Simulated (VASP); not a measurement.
# Zn23PbO24 (a cell with a defect) in VASP: electric field gradients with PBE

Aim: the electric field gradients of Zn23PbO24 (a cell with a defect) with PBE.

Everything below comes from runs of VASP 6.6.1. Logs are shortened: lines on timing, memory, paths and dates and some standing lists are left out, and cuts for length are marked.

## Step 1: The cell of the first run

The cell holds a defect, 48 atoms: a = 6.475 Å, b = 9.712 Å, c = 10.444 Å, α = 90.00°, β = 90.00°, γ = 120.00°.

## Step 2: Electric field gradients, PBE

INCAR

```
SYSTEM = Zn23PbO24
ALGO     = Normal         ! electronic algorithm
EDIFF    = 1E-8           ! SCF threshold, eV
ENCUT    = 520            ! plane-wave cutoff, eV
GGA      = PE             ! functional
ISIF     = 2              ! what is computed and relaxed
ISMEAR   = -1             ! smearing method
LASPH    = .TRUE.         ! aspherical terms in the spheres
LCHARG   = .FALSE.        ! write CHGCAR
LEFG     = .TRUE.       
LREAL    = Auto         
LUSENCCL = .FALSE.      
LWAVE    = .FALSE.        ! write WAVECAR
NBANDS   = 247            ! bands
NELM     = 100            ! most SCF steps
PREC     = Accurate       ! precision mode
SIGMA    = 0.01           ! smearing width, eV
```

KPOINTS

```
k-points
0
G
  3 2 2
  0 0 0
```

POSCAR

```
Zn23PbO24
1.0
    6.4747020470      0.0000000000      0.0000000000
   -4.8560265352      8.4108846819      0.0000000000
    0.0000000000      0.0000000000     10.4441226000
Pb Zn O
1 23 24
Direct
    0.3333333333      0.1111111111      0.2502958500
    0.3333333333      0.1111111111      0.7502958500
    0.3333333333      0.4444444444      0.2502958500
    0.3333333333      0.4444444444      0.7502958500
    0.3333333333      0.7777777778      0.2502958500
    0.3333333333      0.7777777778      0.7502958500
    0.8333333333      0.1111111111      0.2502958500
    0.8333333333      0.1111111111      0.7502958500
    0.8333333333      0.4444444444      0.2502958500
    0.8333333333      0.4444444444      0.7502958500
    0.8333333333      0.7777777778      0.2502958500
    0.8333333333      0.7777777778      0.7502958500
    0.1666666667      0.2222222222      0.0002958500
    0.1666666667      0.2222222222      0.5002958500
    0.1666666667      0.5555555556      0.0002958500
    0.1666666667      0.5555555556      0.5002958500
    0.1666666667      0.8888888889      0.0002958500
    0.1666666667      0.8888888889      0.5002958500
    0.6666666667      0.2222222222      0.0002958500
    0.6666666667      0.2222222222      0.5002958500
    0.6666666667      0.5555555556      0.0002958500
    0.6666666667      0.5555555556      0.5002958500
    0.6666666667      0.8888888889      0.0002958500
    0.6666666667      0.8888888889      0.5002958500
    0.3333333333      0.1111111111      0.4398591500
    0.3333333333      0.1111111111      0.9398591500
    0.3333333333      0.4444444444      0.4398591500
    0.3333333333      0.4444444444      0.9398591500
    0.3333333333      0.7777777778      0.4398591500
    0.3333333333      0.7777777778      0.9398591500
    0.8333333333      0.1111111111      0.4398591500
    0.8333333333      0.1111111111      0.9398591500
    0.8333333333      0.4444444444      0.4398591500
    0.8333333333      0.4444444444      0.9398591500
    0.8333333333      0.7777777778      0.4398591500
    0.8333333333      0.7777777778      0.9398591500
    0.1666666667      0.2222222222      0.1898591500
    0.1666666667      0.2222222222      0.6898591500
    0.1666666667      0.5555555556      0.1898591500
    0.1666666667      0.5555555556      0.6898591500
    0.1666666667      0.8888888889      0.1898591500
    0.1666666667      0.8888888889      0.6898591500
    0.6666666667      0.2222222222      0.1898591500
    0.6666666667      0.2222222222      0.6898591500
    0.6666666667      0.5555555556      0.1898591500
    0.6666666667      0.5555555556      0.6898591500
    0.6666666667      0.8888888889      0.1898591500
    0.6666666667      0.8888888889      0.6898591500
```

Potentials or basis: VASP PAW PBE potentials, release 64 (Pb_d, Zn, O).

Started as:

```
> cat potpaw_PBE.64/Pb_d/POTCAR potpaw_PBE.64/Zn/POTCAR potpaw_PBE.64/O/POTCAR > POTCAR
> mpirun -np 1 vasp_std > vasp.out
```

OUTCAR:

```text
SYSTEM = Zn23PbO24
   EDIFF = 1E-8
   ENCUT = 520
   GGA = PE
   ISIF = 2
   ISMEAR = -1
   LASPH = .TRUE.
   LREAL = Auto
   NELM = 100
   PREC = Accurate

 ion  position               nearest neighbor table
   1  0.333  0.111  0.250-  37 1.97  41 1.97  43 1.97  25 1.98  13 3.21  14 3.21  17 3.21  18 3.21
                            19 3.21  20 3.21   3 3.24   5 3.24   9 3.24  11 3.24   7 3.24   7 3.24
   2  0.333  0.111  0.750-  38 1.97  42 1.97  44 1.97  26 1.98
   3  0.333  0.444  0.250-  37 1.97  39 1.97  45 1.97  27 1.98   1 3.24
   4  0.333  0.444  0.750-  38 1.97  40 1.97  46 1.97  28 1.98
   5  0.333  0.778  0.250-  41 1.97  39 1.97  47 1.97  29 1.98   1 3.24
   6  0.333  0.778  0.750-  42 1.97  40 1.97  48 1.97  30 1.98
   7  0.833  0.111  0.250-  43 1.97  47 1.97  37 1.97  31 1.98   1 3.24   1 3.24
   8  0.833  0.111  0.750-  44 1.97  48 1.97  38 1.97  32 1.98
   9  0.833  0.444  0.250-  43 1.97  45 1.97  39 1.97  33 1.98   1 3.24
  10  0.833  0.444  0.750-  44 1.97  46 1.97  40 1.97  34 1.98
  11  0.833  0.778  0.250-  47 1.97  45 1.97  41 1.97  35 1.98   1 3.24
  12  0.833  0.778  0.750-  48 1.97  46 1.97  42 1.97  36 1.98
  13  0.167  0.222  0.000-  26 1.97  28 1.97  32 1.97  37 1.98   1 3.21
  14  0.167  0.222  0.500-  25 1.97  27 1.97  31 1.97  38 1.98   1 3.21
  15  0.167  0.556  0.000-  30 1.97  28 1.97  34 1.97  39 1.98
  16  0.167  0.556  0.500-  29 1.97  27 1.97  33 1.97  40 1.98
  17  0.167  0.889  0.000-  30 1.97  26 1.97  36 1.97  41 1.98   1 3.21
  18  0.167  0.889  0.500-  29 1.97  25 1.97  35 1.97  42 1.98   1 3.21
  19  0.667  0.222  0.000-  32 1.97  34 1.97  26 1.97  43 1.98   1 3.21
  20  0.667  0.222  0.500-  31 1.97  33 1.97  25 1.97  44 1.98   1 3.21
  21  0.667  0.556  0.000-  36 1.97  34 1.97  28 1.97  45 1.98
  22  0.667  0.556  0.500-  35 1.97  33 1.97  27 1.97  46 1.98
  23  0.667  0.889  0.000-  36 1.97  32 1.97  30 1.97  47 1.98
  24  0.667  0.889  0.500-  35 1.97  31 1.97  29 1.97  48 1.98
[... 22 lines left out ...]
  47  0.667  0.889  0.190-  11 1.97   7 1.97   5 1.97  23 1.98
  48  0.667  0.889  0.690-  12 1.97   8 1.97   6 1.97  24 1.98

  LATTYP: Found a simple monoclinic cell.
 ALAT       =     6.4747020470
 B/A-ratio  =     1.6130661340
 C/A-ratio  =     1.3228756555
 COS(beta)  =    -0.1889822365

  Lattice vectors:

 A1 = (   6.4747020470,   0.0000000000,   0.0000000000)
 A2 = (   0.0000000000,   0.0000000000,  10.4441226000)
 A3 = (  -1.6186755118,  -8.4108846819,   0.0000000000)

Analysis of symmetry for initial positions (statically):
=====================================================================
 Subroutine PRICEL returns:
 Original cell was already a primitive cell.

 Routine SETGRP: Setting up the symmetry group for a
 simple monoclinic supercell.

 Subroutine GETGRP returns: Found  1 space group operations
 (whereof  1 operations were pure point group operations)
 out of a pool of  4 trial point group operations.

The static configuration has the point symmetry C_1 .

Analysis of symmetry for dynamics (positions and initial velocities):
=====================================================================
 Subroutine PRICEL returns:
 Original cell was already a primitive cell.

 Routine SETGRP: Setting up the symmetry group for a
 simple monoclinic supercell.

 Subroutine GETGRP returns: Found  1 space group operations
 (whereof  1 operations were pure point group operations)
 out of a pool of  4 trial point group operations.

The dynamic configuration has the point symmetry C_1 .

 Subroutine INISYM returns: Found  1 space group operations
 (whereof  1 operations are pure point group operations),
 and found     1 'primitive' translations

----------------------------------------------------------------------------------------

                                     Primitive cell

  volume of cell :     568.7657

  direct lattice vectors                    reciprocal lattice vectors
     6.474702047  0.000000000  0.000000000     0.154447261  0.089170168 -0.000000000
    -4.856026535  8.410884682  0.000000000     0.000000000  0.118893557  0.000000000
     0.000000000  0.000000000 10.444122600     0.000000000 -0.000000000  0.095747631

  length of vectors
[... 193 lines left out ...]
   IALGO  =     38    algorithm
   IMIX   =      4    mixing-type and parameters
     AMIX     =   0.40;   BMIX     =  1.00
     AMIX_MAG =   1.60;   BMIX_MAG =  1.00
  volume/ion in A,a.u.               =      11.85        79.96
  Fermi-wavevector in a.u.,A,eV,Ry     =   1.495984  2.827000 30.449403  2.237968
  Thomas-Fermi vector in A             =   2.608059
   LORBIT       =      0    0 simple, 1 ext, 2 COOP (PROOUT), +10 PAW based schemes
   GGA     = PE    functional components
   LHFCALC =     F    Hartree Fock is set to
   AEXX    =    0.0000 exact exchange contribution
   IVDW    =     0    specifies the selected vdW correction
   LEPSILON=     F    determine dielectric tensor
   LRPA    =     F    only Hartree local field effects (RPA)
 non-spin polarized calculation
  energy-cutoff  :      520.00
  volume of cell :      568.77
 maximum number of plane-waves:     15331
   NGX = 25   NGY = 37   NGZ = 39

 number of electron     434.0000224 magnetization

 Free energy of the ion-electron system (eV)
  ---------------------------------------------------
  ext. energy  EPLUGINS =         0.00000000
  ---------------------------------------------------
  free energy    TOTEN  =      -211.32983712 eV

  energy without entropy =     -211.32970420  energy(sigma->0) =     -211.32977066

 E-fermi :   3.5059     XC(G=0): -11.0285

 val. band max:        3.4454256821   @ k =   0.3333   0.5000   0.5000
 cond. band min:       3.5571012141   @ k =   0.0000   0.0000   0.5000
 fundamental gap:      0.1116755320
 Fermi energy:         3.5058826928

 k-point     1 :       0.0000    0.0000    0.0000
  band No.  band energies     occupation
      1     -17.5408      2.00000
      2     -17.4688      2.00000
      3     -17.4415      2.00000
      4     -17.4406      2.00000
      5     -16.2606      2.00000
      6     -16.0424      2.00000
[... 1845 lines left out ...]
    228       7.4081      0.00000
    229       7.4841      0.00000
 [bands above 229 left out]

------------------------ aborting loop because EDIFF is reached ----------------------------------------

  FORCE on cell =-STRESS in cart. coord.  units (eV):
  Direction    XX          YY          ZZ          XY          YZ          ZX
  --------------------------------------------------------------------------------------
  -------------------------------------------------------------------------------------
  Total       42.6565884     42.3953194     43.1446655     -0.0029297     -0.0014114      0.0001620
  in kB      120.1609278    119.4249494    121.5358105     -0.0082528     -0.0039757      0.0004565
  external PRESSURE =     120.3738959 kB  Pullay stress =       0.0000000 kB

 VOLUME and BASIS-vectors are now :
 -----------------------------------------------------------------------------
  energy-cutoff  :      520.00
  volume of cell :      568.77
      direct lattice vectors                 reciprocal lattice vectors
     6.474702047  0.000000000  0.000000000     0.154447261  0.089170168 -0.000000000
    -4.856026535  8.410884682  0.000000000     0.000000000  0.118893557  0.000000000
     0.000000000  0.000000000 10.444122600     0.000000000 -0.000000000  0.095747631

 POSITION                                       TOTAL-FORCE (eV/Angst)
 -----------------------------------------------------------------------------------
      1.61868      0.93454      2.61412         0.001419     -0.015446      0.045939
      1.61868      0.93454      7.83618         0.000129     -0.002275     -0.062943
      0.00000      3.73817      2.61412        -0.120669      0.541506      0.132816
      0.00000      3.73817      7.83618         0.001765      0.025495     -0.017061
     -1.61868      6.54180      2.61412         0.367093     -0.391662      0.133147
     -1.61868      6.54180      7.83618         0.015450     -0.011403     -0.018756
[... 40 lines left out ...]
      0.00000      7.47634      1.98291         0.000520      0.057298      0.014919
      0.00000      7.47634      7.20497        -0.000181      0.002810     -0.021309
 -----------------------------------------------------------------------------------
    total drift:                                0.000012     -0.000013     -0.176154

  FREE ENERGIE OF THE ION-ELECTRON SYSTEM (eV)
  ---------------------------------------------------
  free  energy   TOTEN  =      -211.3298371164 eV

  energy  without entropy=     -211.3297041992  energy(sigma->0) =     -211.32977066

 Electric field gradients (V/A^2)
---------------------------------------------------------------------
 ion       V_xx      V_yy      V_zz      V_xy      V_xz      V_yz
---------------------------------------------------------------------
   1     -17.474   -12.869    30.344    -0.057     0.012    -2.453
   2      -3.070    -2.934     6.004    -0.004     0.003    -0.011
   3      -5.409     4.019     1.390     0.779     1.227     4.331
   4      -2.923    -1.962     4.885     0.079    -0.027     0.252
   5       2.068    -3.499     1.432    -3.250     3.946    -1.020
   6      -2.266    -2.711     4.977    -0.222     0.110    -0.109
[... 40 lines left out ...]
  47      -1.331     2.676    -1.346     0.001     0.031     0.248
  48      -0.120     1.268    -1.148     0.018    -0.002     0.169
---------------------------------------------------------------------

 Electric field gradients after diagonalization (V/A^2)
 (convention: |V_zz| > |V_xx| > |V_yy|)
----------------------------------------------------------------------
 ion       V_xx      V_yy      V_zz     asymmetry (V_yy - V_xx)/ V_zz
----------------------------------------------------------------------
   1     -17.475   -13.007    30.482       0.147
   2      -3.070    -2.934     6.004       0.023
   3      -5.624    -1.751     7.375       0.525
   4      -2.930    -1.965     4.894       0.197
   5      -5.107    -1.558     6.665       0.532
   6      -2.803    -2.177     4.980       0.126
[... 40 lines left out ...]
  47      -1.380    -1.311     2.692       0.026
  48      -1.160    -0.120     1.280       0.813
----------------------------------------------------------------------

           NMR quadrupolar parameters

 Cq : quadrupolar parameter    Cq=e*Q*V_zz/h
 eta: asymmetry parameters     (V_yy - V_xx)/ V_zz
 Q  : nuclear electric quadrupole moment in mb (millibarn)
----------------------------------------------------------------------
 ion       Cq(MHz)       eta       Q (mb)
----------------------------------------------------------------------
   1       0.074       0.147       1.000
   2       0.015       0.023       1.000
   3       0.018       0.525       1.000
   4       0.012       0.197       1.000
   5       0.016       0.532       1.000
   6       0.012       0.126       1.000
[... 40 lines left out ...]
  47       0.007       0.026       1.000
  48       0.003       0.813       1.000
----------------------------------------------------------------------
```

It took 2.5 min on 1 × NVIDIA H100 80GB with 1 thread of AMD EPYC 7R13 (Zen 3), shared host; peak memory 1.9 GiB.

What came out:

```
Free energy                             : -211.3298 eV
Pressure                                : 12.0 GPa
Largest force                           : 4.291 eV/Å
Band gap on the k mesh                  : 0.11 eV
Largest electric field gradient by atom : Pb +30.5; Zn +6.0, +7.4, +4.9, +6.7, +5.0, -8.0, +5.1, +7.3, +4.8, +6.6, +12.5, -6.3, +5.2, +3.6, -6.9, +5.6, +3.2, +6.1, +2.6 (each value once); O +10.8, -3.3, -1.9, +1.5, +1.3, -1.2, +1.7, -2.0, -1.5, +1.4, -1.1, +11.3, +0.7, +0.2, +12.6, +1.1, -0.8, +2.7 (each value once) V/Å²
```

Forces in eV/Å, atoms in the order of the input:
```
Pb   0.001 -0.015  0.046
Zn   0.000 -0.002 -0.063
Zn  -0.121  0.542  0.133
Zn   0.002  0.025 -0.017
Zn   0.367 -0.392  0.133
Zn   0.015 -0.011 -0.019
Zn   0.000 -0.318  0.226
Zn   0.000 -0.021 -0.028
Zn   0.121  0.542  0.134
Zn  -0.002  0.025 -0.016
Zn  -0.367 -0.375  0.135
Zn  -0.015 -0.013 -0.019
Zn  -0.169  0.126 -0.582
Zn  -0.372  0.261  0.439
Zn  -0.003 -0.004 -0.046
Zn   0.000 -0.001  0.076
Zn   0.000 -0.221 -0.576
Zn   0.001 -0.475  0.429
Zn   0.169  0.126 -0.582
Zn   0.372  0.261  0.439
Zn   0.003  0.012 -0.068
Zn  -0.001  0.001  0.082
Zn   0.000 -0.037 -0.100
Zn  -0.001 -0.049  0.105
O   -0.001  0.007  4.151
O    0.000  0.004  0.052
O    0.004 -0.076 -0.049
O    0.010 -0.051  0.043
O   -0.053  0.051 -0.052
O   -0.033  0.037  0.049
O    0.001  0.071 -0.080
O    0.000  0.034  0.066
O   -0.005 -0.078 -0.050
O   -0.010 -0.056  0.041
O    0.053  0.044 -0.054
O    0.032  0.038  0.051
O   -3.527  1.991 -1.415
O    0.006 -0.013 -0.072
O   -0.003 -0.005  0.052
O    0.000 -0.001 -0.016
O   -0.002 -4.036 -1.426
O    0.000  0.013 -0.069
O    3.526  1.995 -1.415
O   -0.006 -0.013 -0.072
O    0.003 -0.002  0.028
O    0.000  0.003 -0.017
O    0.001  0.057  0.015
O    0.000  0.003 -0.021
```

Stress tensor (GPa, compression positive):
```
12.02  0.00  0.00
 0.00 11.94  0.00
 0.00  0.00 12.15
```

Electric field gradients, principal values (V/Å²):
```csv
atom,least,middle,greatest (by size)
1 Pb,-13.007,-17.475,30.482
2 Zn,-2.934,-3.070,6.004
3 Zn,-1.751,-5.624,7.375
4 Zn,-1.965,-2.930,4.894
5 Zn,-1.558,-5.107,6.665
6 Zn,-2.177,-2.803,4.980
7 Zn,2.814,5.233,-8.047
8 Zn,-2.546,-2.594,5.139
9 Zn,-1.818,-5.524,7.342
10 Zn,-1.987,-2.856,4.843
11 Zn,-1.548,-5.022,6.570
12 Zn,-2.155,-2.834,4.989
13 Zn,-4.931,-7.572,12.503
14 Zn,0.527,5.753,-6.280
15 Zn,-2.598,-2.646,5.245
16 Zn,-1.644,-1.909,3.553
17 Zn,-4.671,-7.798,12.469
18 Zn,0.634,6.226,-6.860
19 Zn,-4.916,-7.581,12.497
20 Zn,0.532,5.775,-6.307
21 Zn,-2.721,-2.863,5.585
22 Zn,-1.284,-1.871,3.155
23 Zn,-2.682,-3.399,6.081
24 Zn,-0.168,-2.424,2.592
25 O,-4.749,-6.089,10.838
26 O,1.243,2.014,-3.257
27 O,0.361,1.566,-1.927
28 O,-0.089,-1.396,1.485
29 O,-0.140,-1.186,1.327
30 O,0.342,0.848,-1.190
31 O,-0.672,-1.013,1.685
32 O,0.217,1.783,-2.000
33 O,0.233,1.314,-1.547
34 O,0.100,1.362,-1.462
35 O,-0.159,-1.266,1.426
36 O,0.239,0.888,-1.127
37 O,-4.952,-6.320,11.272
38 O,-0.124,-0.613,0.737
39 O,-0.647,-0.664,1.311
40 O,-0.020,-0.217,0.237
41 O,-6.208,-6.348,12.556
42 O,-0.280,-0.776,1.056
43 O,-4.995,-6.318,11.313
44 O,-0.120,-0.604,0.724
45 O,0.114,1.069,-1.184
46 O,0.147,0.611,-0.758
47 O,-1.311,-1.380,2.692
48 O,-0.120,-1.160,1.280
```

Caveat: without QUAD_EFG the Cq values of the log hold for a quadrupole moment of 1 mb, not for the nuclei; spin-orbit coupling is left out, which moves the levels of the heavy elements.
